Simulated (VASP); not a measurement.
# BaTiO3 in VASP: a series of runs

BaTiO3 is run at these levels: r2SCAN; tasks: single point.

Everything below comes from runs of VASP 6.6.1. Logs are shortened: lines on timing, memory, paths and dates and some standing lists are left out, and cuts for length are marked.

## 1. The cell of the first run

It takes space group Pm-3m (No. 221, cubic). Conventional cell: a = 3.851 Å, b = 3.851 Å, c = 3.851 Å, α = 90.00°, β = 90.00°, γ = 90.00°. Within 3.6 Å of Ba (site symmetry m-3m) lie 12 O at 2.72 Å and 8 Ti at 3.33 Å. Ti (site symmetry m-3m) has 6 O at 1.93 Å within 2.6 Å. O (site symmetry 4/mmm) has 2 Ti at 1.93 Å within 2.6 Å.

## 2. Single point, r2SCAN (11.42 Å³/atom)

File POSCAR:

```
BaTiO3
1.0
    3.8509010045      0.0000000000      0.0000000000
    0.0000000000      3.8509010045      0.0000000000
    0.0000000000      0.0000000000      3.8509029723
Ba Ti O
1 1 3
Direct
    0.0000000000      0.0000000000      0.0085902873
    0.5000000000      0.5000000000      0.5085866645
    0.5000000000      0.5000000000      0.0086045360
    0.5000000000      0.0000000000      0.5086092562
    0.0000000000      0.5000000000      0.5086092562
```

File INCAR.step1:

```
SYSTEM = BaTiO3
PREC     = Accurate       ! precision mode
ENCUT    = 520            ! plane-wave cutoff, eV
ISMEAR   = 0              ! smearing method
SIGMA    = 0.02           ! smearing width, eV
LREAL    = .FALSE.        ! projectors in reciprocal space
LASPH    = .TRUE.         ! aspherical terms in the spheres
NELM     = 100            ! most SCF steps
NBANDS   = 28             ! bands
GGA      = PE             ! functional
ALGO     = Normal         ! electronic algorithm
EDIFF    = 1E-4           ! SCF threshold, eV
LWAVE    = .TRUE.         ! write WAVECAR
LCHARG   = .FALSE.        ! write CHGCAR
```

File INCAR.step2:

```
SYSTEM = BaTiO3
PREC     = Accurate       ! precision mode
ENCUT    = 520            ! plane-wave cutoff, eV
EDIFF    = 1E-6           ! SCF threshold, eV
ISMEAR   = 0              ! smearing method
SIGMA    = 0.02           ! smearing width, eV
LREAL    = .FALSE.        ! projectors in reciprocal space
LASPH    = .TRUE.         ! aspherical terms in the spheres
NELM     = 100            ! most SCF steps
ALGO     = Normal         ! electronic algorithm
ISIF     = 2              ! what is computed and relaxed
LWAVE    = .FALSE.        ! write WAVECAR
LCHARG   = .FALSE.        ! write CHGCAR
METAGGA  = R2SCAN         ! meta-GGA
LMIXTAU  = .TRUE.       
NBANDS   = 28             ! bands
ISTART   = 1
```

File KPOINTS:

```
Automatic mesh
0
G
  8 8 8
  0 0 0
```

Potentials or basis: VASP PAW PBE potentials, release 64 (Ba_sv, Ti_sv, O).

On the command line:

```
$ cat potpaw_PBE.64/Ba_sv/POTCAR potpaw_PBE.64/Ti_sv/POTCAR potpaw_PBE.64/O/POTCAR > POTCAR
$ cp INCAR.step1 INCAR
$ mpirun -np 1 vasp_std > vasp.out
$ cp INCAR.step2 INCAR
$ mpirun -np 1 vasp_std > vasp.out
```

OUTCAR:

```text
SYSTEM = BaTiO3
   PREC = Accurate
   ENCUT = 520
   EDIFF = 1E-6
   ISMEAR = 0
   LREAL = .FALSE.
   LASPH = .TRUE.
   NELM = 100
   ISIF = 2
   METAGGA = R2SCAN
   ISTART = 1

 ion  position               nearest neighbor table
   1  0.000  0.000  0.009-   4 2.72   5 2.72   5 2.72   4 2.72   3 2.72   3 2.72   3 2.72   3 2.72
                             4 2.72   5 2.72   5 2.72   4 2.72   2 3.33   2 3.33   2 3.33   2 3.33
   2  0.500  0.500  0.509-   3 1.93   4 1.93   5 1.93   4 1.93   5 1.93   3 1.93   1 3.33   1 3.33
                             1 3.33   1 3.33   1 3.33   1 3.33   1 3.33   1 3.33
   3  0.500  0.500  0.009-   2 1.93   2 1.93   1 2.72   1 2.72   1 2.72   1 2.72
   4  0.500  0.000  0.509-   2 1.93   2 1.93   1 2.72   1 2.72   1 2.72   1 2.72
   5  0.000  0.500  0.509-   2 1.93   2 1.93   1 2.72   1 2.72   1 2.72   1 2.72

  LATTYP: Found a simple cubic cell.
 ALAT       =     3.8509010045

  Lattice vectors:

 A1 = (   3.8509010045,   0.0000000000,   0.0000000000)
 A2 = (   0.0000000000,   3.8509010045,   0.0000000000)
 A3 = (   0.0000000000,   0.0000000000,   3.8509029723)

Analysis of symmetry for initial positions (statically):
=====================================================================
 Subroutine PRICEL returns:
 Original cell was already a primitive cell.

 Routine SETGRP: Setting up the symmetry group for a
 simple cubic supercell.

 Subroutine GETGRP returns: Found  8 space group operations
 (whereof  8 operations were pure point group operations)
 out of a pool of 48 trial point group operations.

The static configuration has the point symmetry C_4v.

Analysis of symmetry for dynamics (positions and initial velocities):
=====================================================================
 Subroutine PRICEL returns:
 Original cell was already a primitive cell.

 Routine SETGRP: Setting up the symmetry group for a
 simple cubic supercell.

 Subroutine GETGRP returns: Found  8 space group operations
 (whereof  8 operations were pure point group operations)
 out of a pool of 48 trial point group operations.

The dynamic configuration has the point symmetry C_4v.

 Subroutine INISYM returns: Found  8 space group operations
 (whereof  8 operations are pure point group operations),
 and found     1 'primitive' translations

----------------------------------------------------------------------------------------

                                     Primitive cell

  volume of cell :      57.1067

  direct lattice vectors                    reciprocal lattice vectors
     3.850901004  0.000000000  0.000000000     0.259679488  0.000000000  0.000000000
     0.000000000  3.850901004  0.000000000     0.000000000  0.259679488  0.000000000
     0.000000000  0.000000000  3.850902972     0.000000000  0.000000000  0.259679355

  length of vectors
     3.850901004  3.850901004  3.850902972     0.259679488  0.259679488  0.259679355

  position of ions in fractional coordinates (direct lattice)
     0.000000000  0.000000000  0.008590287
     0.500000000  0.500000000  0.508586665
     0.500000000  0.500000000  0.008604536
     0.500000000  0.000000000  0.508609256
     0.000000000  0.500000000  0.508609256

  ion indices of the primitive-cell ions
   primitive index   ion index
                 1           1
                 2           2
                 3           3
                 4           4
                 5           5

----------------------------------------------------------------------------------------

 KPOINTS: Automatic mesh

Automatic generation of k-mesh.
 Grid dimensions read from file:
 generate k-points for:    8    8    8

 Generating k-lattice:

  Cartesian coordinates                     Fractional coordinates (reciprocal lattice)
     0.032459936  0.000000000  0.000000000     0.125000000  0.000000000  0.000000000
     0.000000000  0.032459936  0.000000000     0.000000000  0.125000000  0.000000000
     0.000000000  0.000000000  0.032459919     0.000000000  0.000000000  0.125000000

  Length of vectors
     0.032459936  0.032459936  0.032459919

  Shift w.r.t. Gamma in fractional coordinates (k-lattice)
     0.000000000  0.000000000  0.000000000

 Subroutine IBZKPT returns following result:
 ===========================================

 Found     75 irreducible k-points:

 Following reciprocal coordinates:
            Coordinates               Weight
  0.000000  0.000000  0.000000      1.000000
  0.125000  0.000000  0.000000      4.000000
  0.000000  0.000000  0.125000      2.000000
  0.250000  0.000000  0.000000      4.000000
  0.000000  0.000000  0.250000      2.000000
  0.375000  0.000000  0.000000      4.000000
[... 16 lines left out ...]
  0.375000  0.250000  0.000000      8.000000
  0.000000  0.375000  0.250000      8.000000
 [... further k-points ...]
   k-points           NKPTS =     75   k-points in BZ     NKDIM =     75   number of bands    NBANDS=     28
   number of dos      NEDOS =    301   number of ions     NIONS =      5
   total plane-waves  NPLWV =  27000
   dimension x,y,z NGX =    30 NGY =   30 NGZ =   30
   dimension x,y,z NGXF=    60 NGYF=   60 NGZF=   60
   ions per type =               1   1   3
   NGX,Y,Z   is equivalent  to a cutoff of  12.95, 12.95, 12.95 a.u.
   NGXF,Y,Z  is equivalent  to a cutoff of  25.90, 25.90, 25.90 a.u.
 SYSTEM =  BaTiO3
   PREC   = accura    normal or accurate (medium, high low for compatibility)
   ISTART =      1    job   : 0-new  1-cont  2-samecut
   ICHARG =      0    charge: 1-file 2-atom 10-const
   ISPIN  =      1    spin polarized calculation?
   LNONCOLLINEAR =      F non collinear calculations
   LSORBIT =      F    spin-orbit coupling
   LASPH  =      T    aspherical Exc in radial PAW
   ENCUT  =  520.0 eV  38.22 Ry    6.18 a.u.   7.16  7.16  7.16*2*pi/ulx,y,z
   NELM   =    100;   NELMIN=  2; NELMDL=  0     # of ELM steps
   EDIFF  = 0.1E-05   stopping-criterion for ELM
   LREAL  =      F    real-space projection
   EDIFFG = 0.1E-04   stopping-criterion for IOM
   NSW    =      0    number of steps for IOM
   IBRION =     -1    ionic relax: 0-MD 1-quasi-New 2-CG
   NFREE  =      0    steps in history (QN), initial steepest desc. (CG)
   ISIF   =      2    stress and relaxation
   ISYM   =      2    0-nonsym 1-usesym 2-fastsym
   POTIM  = 0.5000    time-step for ionic-motion
   TEBEG  =    0.0;   TEEND  =   0.0 temperature during run
   PSTRESS=    0.0 pullay stress
   NELECT =      40.0000    total number of electrons
   NUPDOWN=      -1.0000    fix difference up-down
   EMIN   =  10.00;   EMAX   =-10.00  energy-range for DOS
   EFERMI =   0.00;   METHOD = LEGACY
   ISMEAR =     0;   SIGMA  =   0.02  broadening in eV -4-tet -1-fermi 0-gaus
   EFERMI_NEDOS =   21; number of points for ismear=-14 and -15
   IALGO  =     38    algorithm
   IMIX   =      4    mixing-type and parameters
     AMIX     =   0.40;   BMIX     =  1.00
     AMIX_MAG =   1.60;   BMIX_MAG =  1.00
  volume/ion in A,a.u.               =      11.42        77.08
  Fermi-wavevector in a.u.,A,eV,Ry     =   1.453893  2.747459 28.760055  2.113804
  Thomas-Fermi vector in A             =   2.571107
   LORBIT       =      0    0 simple, 1 ext, 2 COOP (PROOUT), +10 PAW based schemes
   METAGGA = R2SCAN    functional components
   LHFCALC =     F    Hartree Fock is set to
   AEXX    =    0.0000 exact exchange contribution
   IVDW    =     0    specifies the selected vdW correction
   LEPSILON=     F    determine dielectric tensor
   LRPA    =     F    only Hartree local field effects (RPA)
 non-spin polarized calculation
 Gauss-broadening in eV      SIGMA  =   0.02
  energy-cutoff  :      520.00
  volume of cell :       57.11
 maximum number of plane-waves:      1568
 NGX is ok and might be reduce to    30
   NGX = 15   NGY = 15   NGZ = 15

 number of electron      40.0000014 magnetization

 Free energy of the ion-electron system (eV)
  ---------------------------------------------------
  ext. energy  EPLUGINS =         0.00000000
  ---------------------------------------------------
  free energy    TOTEN  =       -73.64780967 eV

  energy without entropy =      -73.64780967  energy(sigma->0) =      -73.64780967

 E-fermi :   4.7285     XC(G=0): -12.5920

 val. band max:        4.4742796884   @ k =   0.5000   0.5000   0.5000
 cond. band min:       6.8735747580   @ k =   0.0000   0.0000   0.0000
 fundamental gap:      2.3992950696
 Fermi energy:         4.7285201986

 k-point     1 :       0.0000    0.0000    0.0000
  band No.  band energies     occupation
      1     -53.8463      2.00000
      2     -29.0870      2.00000
      3     -29.0870      2.00000
      4     -29.0855      2.00000
      5     -20.7933      2.00000
      6     -13.5993      2.00000
[... 20 lines left out ...]
     27      10.2507      0.00000
     28      14.2501      0.00000

 k-point     2 :       0.1250    0.0000    0.0000
  band No.  band energies     occupation
      1     -53.8460      2.00000
      2     -29.1025      2.00000
      3     -29.0864      2.00000
      4     -29.0850      2.00000
      5     -20.7589      2.00000
      6     -13.6376      2.00000
[... 20 lines left out ...]
     27      10.6239      0.00000
     28      14.2817      0.00000

 k-point     3 :       0.0000    0.0000    0.1250
  band No.  band energies     occupation
      1     -53.8460      2.00000
      2     -29.1011      2.00000
      3     -29.0864      2.00000
      4     -29.0864      2.00000
      5     -20.7589      2.00000
      6     -13.6375      2.00000
[... 20 lines left out ...]
     27      10.6241      0.00000
     28      14.5961      0.00000

 k-point     4 :       0.2500    0.0000    0.0000
  band No.  band energies     occupation
      1     -53.8452      2.00000
      2     -29.1397      2.00000
      3     -29.0851      2.00000
      4     -29.0836      2.00000
      5     -20.6738      2.00000
      6     -13.8141      2.00000
[... 578 lines left out ...]
     27      12.8347      0.00000
     28      14.7453      0.00000

 k-point    23 :       0.3750    0.2500    0.0000
  band No.  band energies     occupation
      1     -53.8433      2.00000
      2     -29.1729      2.00000
      3     -29.1348      2.00000
      4     -29.0804      2.00000
      5     -20.5099      2.00000
      6     -13.7547      2.00000
[... 20 lines left out ...]
     27      14.0371      0.00000
     28      14.7106      0.00000

 k-point    24 :       0.0000    0.3750    0.2500
  band No.  band energies     occupation
      1     -53.8433      2.00000
      2     -29.1729      2.00000
      3     -29.1334      2.00000
      4     -29.0819      2.00000
      5     -20.5099      2.00000
      6     -13.7544      2.00000
[... 20 lines left out ...]
     27      14.0371      0.00000
     28      14.7103      0.00000

 [... further k-points ...]

------------------------ aborting loop because EDIFF is reached ----------------------------------------

  FORCE on cell =-STRESS in cart. coord.  units (eV):
  Direction    XX          YY          ZZ          XY          YZ          ZX
  --------------------------------------------------------------------------------------
  -------------------------------------------------------------------------------------
  Total       10.0689853     10.0689853     10.0779249      0.0000000     -0.0000000      0.0000000
  in kB      282.4938544    282.4938544    282.7446624      0.0000000     -0.0000000      0.0000000
  external PRESSURE =     282.5774571 kB  Pullay stress =       0.0000000 kB

 VOLUME and BASIS-vectors are now :
 -----------------------------------------------------------------------------
  energy-cutoff  :      520.00
  volume of cell :       57.11
      direct lattice vectors                 reciprocal lattice vectors
     3.850901004  0.000000000  0.000000000     0.259679488  0.000000000  0.000000000
     0.000000000  3.850901004  0.000000000     0.000000000  0.259679488  0.000000000
     0.000000000  0.000000000  3.850902972     0.000000000  0.000000000  0.259679355

 POSITION                                       TOTAL-FORCE (eV/Angst)
 -----------------------------------------------------------------------------------
      0.00000      0.00000      0.03308         0.000000      0.000000      0.000092
      1.92545      1.92545      1.95852         0.000000      0.000000      0.000834
      1.92545      1.92545      0.03314        -0.000000     -0.000000      0.000341
      1.92545      0.00000      1.95860         0.000000      0.000000     -0.000633
      0.00000      1.92545      1.95860         0.000000      0.000000     -0.000633
 -----------------------------------------------------------------------------------
    total drift:                                0.000000      0.000000      0.002418

  FREE ENERGIE OF THE ION-ELECTRON SYSTEM (eV)
  ---------------------------------------------------
  free  energy   TOTEN  =       -73.6478096735 eV

  energy  without entropy=      -73.6478096735  energy(sigma->0) =      -73.64780967
```

It took 3.6 min on 1 thread of Intel Xeon 6975P-C (Granite Rapids), shared host; peak memory 0.26 GiB.

What came out:

| Item | Value |
| --- | --- |
| Free energy | -73.6478 eV |
| Pressure | 28.3 GPa |
| Band gap on the k mesh | 2.40 eV (least direct gap 2.42 eV) |

Caveat: the cell stands under pressure; the PAW data sets were made with another functional, which shifts forces and pressure a little; spin-orbit coupling is left out, which moves the levels of the heavy elements.

## 3. Single point, r2SCAN (11.81 Å³/atom)

This run uses another cell than the first one, of 11.81 Å³/atom.

File POSCAR:

```
BaTiO3
1.0
    3.8936976605      0.0000000000      0.0000000000
    0.0000000000      3.8936976605      0.0000000000
    0.0000000000      0.0000000000      3.8951263747
Ba Ti O
1 1 3
Direct
    0.0000000000      0.0000000000      0.0083187801
    0.5000000000      0.5000000000      0.5077249108
    0.5000000000      0.5000000000      0.0090515774
    0.5000000000      0.0000000000      0.5089523659
    0.0000000000      0.5000000000      0.5089523659
```

File INCAR.step1:

```
SYSTEM = BaTiO3
ALGO = Normal ; EDIFF = 1E-4
ENCUT = 520 ; GGA = PE
ISMEAR = 0 ; LASPH = .True.
LCHARG = .False. ; LREAL = .False.
LWAVE = .True. ; NBANDS = 28
NELM = 60 ; PREC = Accurate
SIGMA = 0.02
```

File INCAR.step2:

```
SYSTEM = BaTiO3
ALGO = Normal ; EDIFF = 1E-6
ENCUT = 520 ; ISIF = 2
ISMEAR = 0 ; ISTART = 1
LASPH = .True. ; LCHARG = .False.
LMIXTAU = .True. ; LREAL = .False.
LWAVE = .False. ; METAGGA = R2SCAN
NBANDS = 28 ; NELM = 60
PREC = Accurate ; SIGMA = 0.02
```

File KPOINTS:

```
k-points
0
Gamma
  8 8 8
  0 0 0
```

Potentials or basis: VASP PAW PBE potentials, release 64 (Ba_sv, Ti_sv, O).

On the command line:

```
$ cat potpaw_PBE.64/Ba_sv/POTCAR potpaw_PBE.64/Ti_sv/POTCAR potpaw_PBE.64/O/POTCAR > POTCAR
$ cp INCAR.step1 INCAR
$ mpirun -np 1 vasp_std > vasp.out
$ cp INCAR.step2 INCAR
$ mpirun -np 1 vasp_std > vasp.out
```

Run time: 3.7 min. Hardware: 1 thread of Intel Xeon 6975P-C (Granite Rapids), shared host; peak memory 0.26 GiB.

Results (log left out):

- Free energy: -73.9359 eV
- Pressure: 18.9 GPa
- Largest force: 0.008 eV/Å
- Band gap on the k mesh: 2.33 eV (least direct gap 2.39 eV)

Forces on the atoms (eV/Å):
```
Ba   0.000  0.000  0.004
Ti   0.000  0.000  0.008
O    0.000  0.000 -0.005
O    0.000  0.000 -0.003
O    0.000  0.000 -0.003
```

Levels at points of the mesh, in eV from the valence-band top:
| k point | band 18 | band 19 | band 20 | band 21 | band 22 | band 23 |
| --- | --- | --- | --- | --- | --- | --- |
| (0.00, 0.00, 0.00) | -0.07 | -0.07 | -0.07 | 2.33 | 2.33 | 2.33 |
| (0.50, 0.00, 0.00) | -1.92 | -0.74 | -0.74 | 2.52 | 4.31 | 4.31 |
| (0.50, 0.50, 0.00) | -0.82 | -0.82 | -0.10 | 4.33 | 4.33 | 4.80 |
| (0.00, 0.00, 0.50) | -1.92 | -0.74 | -0.74 | 2.52 | 4.31 | 4.31 |
| (0.50, 0.00, 0.50) | -0.82 | -0.82 | -0.10 | 4.32 | 4.33 | 4.80 |
| (0.50, 0.50, 0.50) | 0.00 | 0.00 | 0.00 | 5.12 | 5.12 | 5.12 |

Caveat: the cell stands under pressure; the PAW data sets were made with another functional, which shifts forces and pressure a little; spin-orbit coupling is left out, which moves the levels of the heavy elements.

(Part 1 of 2 ends here.)
